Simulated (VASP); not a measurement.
# BaTiO3 in VASP: single point with PBE

Aim: the single point of BaTiO3 with PBE.

Everything below comes from runs of VASP 6.6.1. Logs are shortened: lines on timing, memory, paths and dates and some standing lists are left out, and cuts for length are marked.

## (1) The cell of the first run

The typed cell holds 10 atoms: a = 4.059 Å, b = 5.727 Å, c = 5.757 Å, α = 90.00°, β = 89.58°, γ = 90.00°.

## (2) Single point, PBE

INCAR

```
ALGO     = Normal         # electronic algorithm
EDIFF    = 1E-6           # SCF threshold, eV
ENCUT    = 520            # plane-wave cutoff, eV
GGA      = PE             # functional
ISIF     = 2              # what is computed and relaxed
ISMEAR   = -1             # smearing method
LASPH    = True           # aspherical terms in the spheres
LCHARG   = False          # write CHGCAR
LREAL    = False          # projectors in reciprocal space
LWAVE    = False          # write WAVECAR
NBANDS   = 51             # bands
NELM     = 60             # most SCF steps
PREC     = Accurate       # precision mode
SIGMA    = 0.05           # smearing width, eV
```

KPOINTS

```
k-points
0
Gamma
  7 5 5
```

POSCAR

```
BaTiO3
1.0
   -2.8776913415     -1.6614103515     -2.3315356414
    2.8636163640     -4.9596597178     -0.0001357831
   -2.8933142363     -1.6702374633      4.6883490619
Ba Ti O
2 2 6
Direct
    0.0134150331      0.9999870925      1.0049833618
    1.0134550019      0.4999906399      0.5049753328
    0.5276264951      0.9999799823      0.5192311038
    0.5276598107      0.4999869563      0.0192251605
    0.4969402751      0.2446575078      0.7330591811
    0.4969490571      0.7446589284      0.2330611374
    0.4969449212      0.7553653556      0.7330550401
    0.4969630628      0.2553685798      0.2330479073
    0.9863236424     -0.0000026727      0.4883853795
   -0.0136772995      0.5000076302     -0.0116236044
```

Potentials or basis: VASP PAW PBE potentials, release 64 (Ba_sv, Ti_sv, O).

Started as:

```sh
> cat potpaw_PBE.64/Ba_sv/POTCAR potpaw_PBE.64/Ti_sv/POTCAR potpaw_PBE.64/O/POTCAR > POTCAR
> mpirun -np 1 vasp_std > vasp.out
```

OUTCAR:

```text
EDIFF = 1E-6
   ENCUT = 520
   GGA = PE
   ISIF = 2
   ISMEAR = -1
   LASPH = True
   LREAL = False
   NELM = 60
   PREC = Accurate

 ion  position               nearest neighbor table
   1  0.013  1.000  0.005-   9 2.78   6 2.78   8 2.78   6 2.87   8 2.87  10 2.87   7 2.87  10 2.87
                             5 2.87   7 2.98   5 2.98   9 2.98   3 3.43   3 3.48   4 3.48   4 3.48
   2  0.013  0.500  0.505-   5 2.78   7 2.78  10 2.78   5 2.87   7 2.87   8 2.87   9 2.87   6 2.87
                             9 2.87   8 2.98   6 2.98  10 2.98   4 3.43   4 3.48   3 3.48   3 3.48
   3  0.528  1.000  0.519-   7 1.87   5 1.87   9 1.87   9 2.21   6 2.21   8 2.21   1 3.43   1 3.48
                             2 3.48   2 3.48   2 3.54   2 3.54   1 3.55   1 3.63
   4  0.528  0.500  0.019-   8 1.87   6 1.87  10 1.87  10 2.21   5 2.21   7 2.21   2 3.43   2 3.48
                             1 3.48   1 3.48   1 3.54   1 3.54   2 3.55   2 3.63
   5  0.497  0.245  0.733-   3 1.87   4 2.21   2 2.78   2 2.87   1 2.87   1 2.98
   6  0.497  0.745  0.233-   4 1.87   3 2.21   1 2.78   1 2.87   2 2.87   2 2.98
   7  0.497  0.755  0.733-   3 1.87   4 2.21   2 2.78   2 2.87   1 2.87   1 2.98
   8  0.497  0.255  0.233-   4 1.87   3 2.21   1 2.78   1 2.87   2 2.87   2 2.98
   9  0.986  1.000  0.488-   3 1.87   3 2.21   1 2.78   2 2.87   2 2.87   1 2.98
  10  0.986  0.500  0.988-   4 1.87   4 2.21   2 2.78   1 2.87   1 2.87   2 2.98

  LATTYP: Found a triclinic cell.
 ALAT       =     7.0681646868
 B/A-ratio  =     0.5742993764
 C/A-ratio  =     0.8102526962
 COS(alpha) =     0.0000110739
 COS(beta)  =     0.0000599457
 COS(gamma) =     0.5802231804

  Lattice vectors:

 A1 = (   5.7710055778,   3.3316478148,  -2.3568134205)
 A2 = (   2.8776913415,   1.6614103515,   2.3315356414)
 A3 = (   2.8636163640,  -4.9596597178,  -0.0001357831)

Analysis of symmetry for initial positions (statically):
=====================================================================
 Subroutine PRICEL returns:
 Original cell was already a primitive cell.

 Routine SETGRP: Setting up the symmetry group for a
 triclinic supercell.

 Subroutine GETGRP returns: Found  1 space group operations
 (whereof  1 operations were pure point group operations)
 out of a pool of  2 trial point group operations.

The static configuration has the point symmetry C_1 .

Analysis of symmetry for dynamics (positions and initial velocities):
=====================================================================
 Subroutine PRICEL returns:
 Original cell was already a primitive cell.

 Routine SETGRP: Setting up the symmetry group for a
 triclinic supercell.

 Subroutine GETGRP returns: Found  1 space group operations
 (whereof  1 operations were pure point group operations)
 out of a pool of  2 trial point group operations.

The dynamic configuration has the point symmetry C_1 .

 Subroutine INISYM returns: Found  1 space group operations
 (whereof  1 operations are pure point group operations),
 and found     1 'primitive' translations

----------------------------------------------------------------------------------------

                                     Primitive cell

  volume of cell :     133.8281

  direct lattice vectors                    reciprocal lattice vectors
    -2.877691341 -1.661410352 -2.331535641    -0.173751597 -0.100317065 -0.142965313
     2.863616364 -4.959659718 -0.000135783     0.087302230 -0.151220033  0.000004142
    -2.893314236 -1.670237463  4.688349062    -0.086404869 -0.049892476  0.142197449

  length of vectors
     4.059242572  5.726999495  5.756872187     0.246357894  0.174611505  0.173710032

  position of ions in fractional coordinates (direct lattice)
     0.013415033  0.999987092  0.004983362
     0.013455002  0.499990640  0.504975333
     0.527626495  0.999979982  0.519231104
     0.527659811  0.499986956  0.019225160
     0.496940275  0.244657508  0.733059181
     0.496949057  0.744658928  0.233061137
     0.496944921  0.755365356  0.733055040
     0.496963063  0.255368580  0.233047907
     0.986323642  0.999997327  0.488385380
     0.986322700  0.500007630  0.988376396

  ion indices of the primitive-cell ions
   primitive index   ion index
                 1           1
                 2           2
                 3           3
                 4           4
                 5           5
                 6           6
                 7           7
                 8           8
                 9           9
                10          10

----------------------------------------------------------------------------------------

 KPOINTS: k-points

Automatic generation of k-mesh.
 Grid dimensions read from file:
 generate k-points for:    7    5    5

 Generating k-lattice:

  Cartesian coordinates                     Fractional coordinates (reciprocal lattice)
    -0.024821657 -0.014331009 -0.020423616     0.142857143  0.000000000  0.000000000
     0.017460446 -0.030244007  0.000000828    -0.000000000  0.200000000 -0.000000000
    -0.017280974 -0.009978495  0.028439490     0.000000000 -0.000000000  0.200000000

  Length of vectors
     0.035193985  0.034922301  0.034742006

  Shift w.r.t. Gamma in fractional coordinates (k-lattice)
     0.000000000  0.000000000  0.000000000

 Subroutine IBZKPT returns following result:
 ===========================================

 Found     88 irreducible k-points:

 Following reciprocal coordinates:
            Coordinates               Weight
  0.000000  0.000000  0.000000      1.000000
  0.142857 -0.000000  0.000000      2.000000
  0.285714  0.000000  0.000000      2.000000
  0.428571  0.000000  0.000000      2.000000
  0.000000  0.200000 -0.000000      2.000000
  0.142857  0.200000  0.000000      2.000000
[... 16 lines left out ...]
 -0.428571  0.000000  0.200000      2.000000
 -0.285714  0.000000  0.200000      2.000000
 [... further k-points ...]
   k-points           NKPTS =     88   k-points in BZ     NKDIM =     88   number of bands    NBANDS=     51
   number of dos      NEDOS =    301   number of ions     NIONS =     10
   total plane-waves  NPLWV =  69120
   dimension x,y,z NGX =    30 NGY =   48 NGZ =   48
   dimension x,y,z NGXF=    60 NGYF=   96 NGZF=   96
   ions per type =               2   2   6
   NGX,Y,Z   is equivalent  to a cutoff of  12.29, 13.93, 13.86 a.u.
   NGXF,Y,Z  is equivalent  to a cutoff of  24.57, 27.87, 27.72 a.u.
 SYSTEM =  unknown system
   PREC   = accura    normal or accurate (medium, high low for compatibility)
   ISTART =      0    job   : 0-new  1-cont  2-samecut
   ICHARG =      2    charge: 1-file 2-atom 10-const
   ISPIN  =      1    spin polarized calculation?
   LNONCOLLINEAR =      F non collinear calculations
   LSORBIT =      F    spin-orbit coupling
   LASPH  =      T    aspherical Exc in radial PAW
   ENCUT  =  520.0 eV  38.22 Ry    6.18 a.u.   7.55 10.65 10.70*2*pi/ulx,y,z
   NELM   =     60;   NELMIN=  2; NELMDL= -5     # of ELM steps
   EDIFF  = 0.1E-05   stopping-criterion for ELM
   LREAL  =      F    real-space projection
   EDIFFG = 0.1E-04   stopping-criterion for IOM
   NSW    =      0    number of steps for IOM
   IBRION =     -1    ionic relax: 0-MD 1-quasi-New 2-CG
   NFREE  =      0    steps in history (QN), initial steepest desc. (CG)
   ISIF   =      2    stress and relaxation
   ISYM   =      2    0-nonsym 1-usesym 2-fastsym
   POTIM  = 0.5000    time-step for ionic-motion
   TEBEG  =    0.0;   TEEND  =   0.0 temperature during run
   PSTRESS=    0.0 pullay stress
   NELECT =      80.0000    total number of electrons
   NUPDOWN=      -1.0000    fix difference up-down
   EMIN   =  10.00;   EMAX   =-10.00  energy-range for DOS
   EFERMI =   0.00;   METHOD = LEGACY
   ISMEAR =    -1;   SIGMA  =   0.05  broadening in eV -4-tet -1-fermi 0-gaus
   EFERMI_NEDOS =   21; number of points for ismear=-14 and -15
   IALGO  =     38    algorithm
   IMIX   =      4    mixing-type and parameters
     AMIX     =   0.40;   BMIX     =  1.00
     AMIX_MAG =   1.60;   BMIX_MAG =  1.00
  volume/ion in A,a.u.               =      13.38        90.31
  Fermi-wavevector in a.u.,A,eV,Ry     =   1.379079  2.606081 25.876353  1.901858
  Thomas-Fermi vector in A             =   2.504081
   LORBIT       =      0    0 simple, 1 ext, 2 COOP (PROOUT), +10 PAW based schemes
   GGA     = PE    functional components
   LHFCALC =     F    Hartree Fock is set to
   AEXX    =    0.0000 exact exchange contribution
   IVDW    =     0    specifies the selected vdW correction
   LEPSILON=     F    determine dielectric tensor
   LRPA    =     F    only Hartree local field effects (RPA)
 non-spin polarized calculation
  energy-cutoff  :      520.00
  volume of cell :      133.83
 maximum number of plane-waves:      3625
 NGX is ok and might be reduce to    30
   NGX = 15   NGY = 21   NGZ = 21

 number of electron      79.9999988 magnetization

 Free energy of the ion-electron system (eV)
  ---------------------------------------------------
  ext. energy  EPLUGINS =         0.00000000
  ---------------------------------------------------
  free energy    TOTEN  =       -80.10959947 eV

  energy without entropy =      -80.10959947  energy(sigma->0) =      -80.10959947

 E-fermi :   4.6747     XC(G=0): -11.0076

 val. band max:        3.4105668190   @ k =   0.4286   0.0000   0.0000
 cond. band min:       6.0106525983   @ k =   0.0000   0.2000  -0.0000
 fundamental gap:      2.6000857793
 Fermi energy:         4.6746593420

 k-point     1 :       0.0000    0.0000    0.0000
  band No.  band energies     occupation
      1     -52.8619      2.00000
      2     -52.8603      2.00000
      3     -29.1577      2.00000
      4     -29.1564      2.00000
      5     -29.1179      2.00000
      6     -29.1157      2.00000
[... 43 lines left out ...]
     50       8.4897      0.00000
     51       8.4923      0.00000

 k-point     2 :       0.1429   -0.0000    0.0000
  band No.  band energies     occupation
      1     -52.8618      2.00000
      2     -52.8602      2.00000
      3     -29.1573      2.00000
      4     -29.1560      2.00000
      5     -29.1244      2.00000
      6     -29.1206      2.00000
[... 43 lines left out ...]
     50       8.8422      0.00000
     51       8.8560      0.00000

 k-point     3 :       0.2857    0.0000    0.0000
  band No.  band energies     occupation
      1     -52.8614      2.00000
      2     -52.8598      2.00000
      3     -29.1565      2.00000
      4     -29.1552      2.00000
      5     -29.1427      2.00000
      6     -29.1383      2.00000
[... 43 lines left out ...]
     50       9.6250      0.00000
     51       9.7723      0.00000
[... 1027 lines left out ...]
 k-point    23 :      -0.4286    0.0000    0.2000
  band No.  band energies     occupation
      1     -52.8610      2.00000
      2     -52.8597      2.00000
      3     -29.1569      2.00000
      4     -29.1535      2.00000
      5     -29.1514      2.00000
      6     -29.1506      2.00000
[... 43 lines left out ...]
     50      10.0796      0.00000
     51      10.4758      0.00000

 k-point    24 :      -0.2857    0.0000    0.2000
  band No.  band energies     occupation
      1     -52.8613      2.00000
      2     -52.8600      2.00000
      3     -29.1528      2.00000
      4     -29.1513      2.00000
      5     -29.1423      2.00000
      6     -29.1386      2.00000
[... 43 lines left out ...]
     50       9.8465      0.00000
     51      10.0800      0.00000

 [... further k-points ...]

------------------------ aborting loop because EDIFF is reached ----------------------------------------

  FORCE on cell =-STRESS in cart. coord.  units (eV):
  Direction    XX          YY          ZZ          XY          YZ          ZX
  --------------------------------------------------------------------------------------
  -------------------------------------------------------------------------------------
  Total        1.2776634      1.2998511      1.3031883     -0.0187451      0.0086797      0.0143947
  in kB       15.2960679     15.5616960     15.6016492     -0.2244144      0.1039121      0.1723318
  external PRESSURE =      15.4864710 kB  Pullay stress =       0.0000000 kB

 VOLUME and BASIS-vectors are now :
 -----------------------------------------------------------------------------
  energy-cutoff  :      520.00
  volume of cell :      133.83
      direct lattice vectors                 reciprocal lattice vectors
    -2.877691341 -1.661410352 -2.331535641    -0.173751597 -0.100317065 -0.142965313
     2.863616364 -4.959659718 -0.000135783     0.087302230 -0.151220033  0.000004142
    -2.893314236 -1.670237463  4.688349062    -0.086404869 -0.049892476  0.142197449

 POSITION                                       TOTAL-FORCE (eV/Angst)
 -----------------------------------------------------------------------------------
      2.81056     -4.99021     -0.00805         0.035988      0.020214     -0.015337
     -0.06799     -3.34557      2.33606         0.036253      0.021150     -0.014804
     -0.15709     -6.70340      1.20402         0.072025      0.041020     -0.030116
     -0.14230     -3.38854     -1.14019         0.072399      0.042240     -0.029479
     -2.85041     -3.26342      2.27817        -0.015513     -0.044720      0.031750
      0.02803     -4.90816     -0.06608        -0.015302     -0.044477      0.031748
     -1.38794     -5.79636      2.27807        -0.046697      0.008954      0.031795
     -1.37311     -2.48145     -0.06611        -0.046473      0.009234      0.032150
     -1.38778     -7.41405     -0.01006        -0.046090     -0.026753     -0.018705
     -4.26619     -5.76938      2.33414        -0.046589     -0.026862     -0.019002
 -----------------------------------------------------------------------------------
    total drift:                               -0.001284     -0.000421      0.000837

  FREE ENERGIE OF THE ION-ELECTRON SYSTEM (eV)
  ---------------------------------------------------
  free  energy   TOTEN  =       -80.1095994734 eV

  energy  without entropy=      -80.1095994734  energy(sigma->0) =      -80.10959947
```

It took 6 min on 1 thread of Intel Xeon Platinum 8559C (Emerald Rapids), shared host; peak memory 0.59 GiB.

What came out:

```
Free energy            : -80.1096 eV
Pressure               : 1.5 GPa
Largest force          : 0.089 eV/Å
Band gap on the k mesh : 2.60 eV
```

Forces in eV/Å, atoms in the order of the input:
```
Ba   0.036  0.020 -0.015
Ba   0.036  0.021 -0.015
Ti   0.072  0.041 -0.030
Ti   0.072  0.042 -0.029
O   -0.016 -0.045  0.032
O   -0.015 -0.044  0.032
O   -0.047  0.009  0.032
O   -0.046  0.009  0.032
O   -0.046 -0.027 -0.019
O   -0.047 -0.027 -0.019
```

Caveat: spin-orbit coupling is left out, which moves the levels of the heavy elements; an odd mesh through Γ misses points on the zone boundary, where band edges can lie. PBE gaps usually lie below the measured ones, often by a third to a half.
